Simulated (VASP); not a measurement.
## HfN: single point with LDA

HfN:

```
CELL_PARAMETERS angstrom
0.00000 2.24384 2.24384
2.24384 0.00000 2.24384
2.24384 2.24384 0.00000
ATOMIC_POSITIONS crystal
Hf 0.00000 0.00000 0.00000
N 0.50000 0.50000 0.50000
```

This cell differs from its parent crystal: volume scaled by 0.98.

- Program: VASP 6.6.1
- Task: single point
- Functional: LDA
- Potentials or basis: VASP PAW LDA potentials, release 64 (Hf_pv, N)
- Cutoff: 520 eV
- k mesh: 10 × 10 × 10
- Occupations: fermi-dirac, width 0.03 eV
- Spin: no spin polarisation
- Dipole correction: no
- Further INCAR settings: ALGO = Normal; EDIFF = 1e-07; NBANDS = 14

```
Pressure : -5.1 GPa
```

Levels at points of the mesh, in eV from the Fermi level:
```
           k point  band 6  band 7  band 8  band 9  band 10  band 11
(0.00, 0.00, 0.00)   -3.01   -3.01   -0.43   -0.43    -0.43     1.93
(0.50, 0.00, 0.00)   -6.29   -6.29    3.34    3.74     3.74     4.64
(0.50, 0.50, 0.00)   -3.94   -3.65   -3.65    4.13     5.63     5.63
```

Wall time 18 s on 1 thread of Intel Xeon 8259CL, on a shared host, peak memory 0.14 GiB.

Caveat: spin-orbit coupling is left out, which moves the levels of the heavy elements.
